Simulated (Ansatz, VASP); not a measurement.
# Ge in VASP and in Ansatz

The input INCAR:

```
SYSTEM = Ge
PREC     = Accurate       ! precision mode
ENCUT    = 520            ! plane-wave cutoff, eV
EDIFF    = 1E-6           ! SCF threshold, eV
ISMEAR   = -1             ! smearing method
SIGMA    = 0.05           ! smearing width, eV
LREAL    = .FALSE.        ! projectors in reciprocal space
LASPH    = .TRUE.         ! aspherical terms in the spheres
NELM     = 60             ! most SCF steps
ALGO     = Normal         ! electronic algorithm
ISIF     = 2              ! what is computed and relaxed
LWAVE    = .FALSE.        ! write WAVECAR
LCHARG   = .FALSE.        ! write CHGCAR
GGA      = PS             ! functional
NBANDS   = 21             ! bands
```

The input KPOINTS:

```
regular mesh
0
G
  9 9 9
  0 0 0
```

Contents of POSCAR:

```
Ge
1.0
    0.0000000000      2.9522371190      2.9522371190
    2.9522371190      0.0000000000      2.9522371190
    2.9522371190      2.9522371190      0.0000000000
Ge
2
Direct
    0.5000000000      0.5000000000      0.5000000000
    0.7500000000      0.7500000000      0.7500000000
```

Input for Ansatz:

```yaml
crystal:
  lattice:
    - [0.0, 2.9522371198, 2.9522371198]
    - [2.9522371198, 0.0, 2.9522371198]
    - [2.9522371198, 2.9522371198, 0.0]
  atoms:
    - { symbol: Ge, position: [0.5, 0.5, 0.5] }
    - { symbol: Ge, position: [0.75, 0.75, 0.75] }
hamiltonian:
  xc: pbesol
  pseudopotentials:
    kind: paw
    azcp:
      Ge: "pseudopotentials/Ge.paw.azcp"
basis:
  ecutwfc: 420
  fft_grid_basis: typed
kpoints:
  mp_grid: { grid: [9, 9, 9], shift: [0, 0, 0] }
magnetization:
  spin_polarized: false
scf:
  occupations: { method: fermi_dirac, width: 0.05 }
output:
  stress: true
```

Alike in both runs: task single point; functional PBEsol; k mesh 9 × 9 × 9; occupations fermi-dirac, width 0.05 eV; no spin polarisation.

```csv
,VASP,Ansatz
version,VASP 6.6.1,Ansatz 0.2.0
potentials or method,"VASP PAW PBE potentials, release 64 (Ge_d), cutoff 520 eV","plane waves (420 eV) with PAW, scalar-relativistic"
valence electrons in the cell,28,28
```

```tsv
	VASP	Ansatz	Ansatz less VASP
pressure (GPa)	-6.0	-5.9	+0.06
```

VASP's potentials were made for PBE, not for PBEsol, and Ansatz warns of the same on its side.
